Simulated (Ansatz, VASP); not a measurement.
# PbS in VASP and in Ansatz

The input INCAR:

```
SYSTEM = PbS
  ALGO = Normal
  EDIFF = 1E-6
  ENCUT = 520
  GGA = CA
  ISIF = 2
  ISMEAR = -1
  LASPH = .TRUE.
  LCHARG = .FALSE.
  LREAL = .FALSE.
  LWAVE = .FALSE.
  NBANDS = 28
  NELM = 100
  PREC = Accurate
  SIGMA = 0.05
```

The input KPOINTS:

```
k-points
0
G
  7 7 6
  0 0 0
```

Contents of POSCAR:

```
PbS
1.0
    2.0937276176     -6.0309754840      0.0000000000
    2.0937276176      6.0309754840      0.0000000000
    0.0000000000      0.0000000000      4.3076616397
Pb S
2 2
Direct
    0.1305633500      0.8694366500      0.2500000000
    0.8694366500      0.1305633500      0.7500000000
    0.3547970900      0.6452029100      0.2500000000
    0.6452029100      0.3547970900      0.7500000000
```

The input input.yaml:

```yaml
crystal:
  lattice:
    - [2.0937276176, -6.030975484, 0.0]
    - [2.0937276176, 6.030975484, 0.0]
    - [0.0, 0.0, 4.3076616397]
  atoms:
    - { symbol: Pb, position: [0.13056335, 0.86943665, 0.25] }
    - { symbol: Pb, position: [0.86943665, 0.13056335, 0.75] }
    - { symbol: S, position: [0.35479709, 0.64520291, 0.25] }
    - { symbol: S, position: [0.64520291, 0.35479709, 0.75] }
hamiltonian:
  xc: lda
  pseudopotentials: { kind: paw }
kpoints:
  mp_grid: { grid: [7, 7, 6] }
scf:
  occupations: { method: fermi_dirac, width: 0.05 }
output:
  forces: true
  stress: true
  eigenvalues: true
  write_density: true
  write_potential: true
  elf: true
  volumetric_format: npy
```

Alike in both runs: task single point; functional LDA; k mesh 7 × 7 × 6; occupations fermi-dirac, width 0.05 eV; no spin polarisation.

```csv
,VASP,Ansatz
version,VASP 6.6.1,Ansatz 0.2.0
potentials or method,"VASP PAW LDA potentials, release 64 (Pb_d, S)",Ansatz PAW
plane-wave cutoff (eV),520,420
valence electrons in the cell,40,40
```

Ansatz gave:

| Quantity | Value |
| --- | --- |
| gap on the k mesh at the Fermi level (eV) | 1.15 |
| least direct gap on the mesh (eV) | 1.28 |
| pressure (GPa) | -4.4 |
| traceless stress, the component that is largest in VASP (GPa) | 0.45 |
| rms of the force components (eV/Å) | 0.106 |

Problem. Which values does VASP return?

Solution. gap on the k mesh at the Fermi level (eV): 1.14; least direct gap on the mesh (eV): 1.28; pressure (GPa): -4.4; traceless stress, the component that is largest in VASP (GPa): 0.43; rms of the force components (eV/Å): 0.101.

LDA's correlation is that of Perdew and Zunger in VASP and of Perdew and Wang (1992) in Ansatz. Atom by atom the forces differ by 0.005 eV/Å (rms over components).

Neither program's run includes spin-orbit coupling. Noted on Ansatz's run: odd divisions of the mesh miss points on the zone boundary, where band edges often lie, so the gap on the mesh can be too wide.
